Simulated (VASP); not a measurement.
A run of VASP 6.6.1 is set up as follows.

The input INCAR:

```
PREC     = Accurate       # precision mode
ENCUT    = 520            # plane-wave cutoff, eV
EDIFF    = 1E-6           # SCF threshold, eV
ISMEAR   = 0              # smearing method
SIGMA    = 0.1            # smearing width, eV
LREAL    = F              # projectors in reciprocal space
LASPH    = T              # aspherical terms in the spheres
NELM     = 60             # most SCF steps
ALGO     = Normal         # electronic algorithm
ISIF     = 2              # what is computed and relaxed
LWAVE    = F              # write WAVECAR
LCHARG   = F              # write CHGCAR
GGA      = PE             # functional
NBANDS   = 9              # bands
```

The input KPOINTS:

```
Automatic mesh
0
Gamma
  24 24 24
```

Contents of POSCAR:

```
O
1.0
   -1.2268170490      1.2268170490      1.2268170490
    1.2268170490     -1.2268170490      1.2268170490
    1.2268170490      1.2268170490     -1.2268170490
O
1
Direct
    0.0000000000      0.0000000000      0.0000000000
```

Potentials or basis: VASP PAW PBE potentials, release 64 (O).

The run is started by

```console
$ cat potpaw_PBE.64/O/POTCAR > POTCAR
$ mpirun -np 1 vasp_std > vasp.out
```

Problem. Predict the pressure.

Solution. 8.3 GPa.

Problem. Estimate the band gap on the k mesh.

Solution. Zero (bands 3 and 4 overlap by 5.37 eV).

Caveat: the cell differs from its parent crystal (Se replaced by O, lengths x 0.730, strained); the cell stands under pressure.
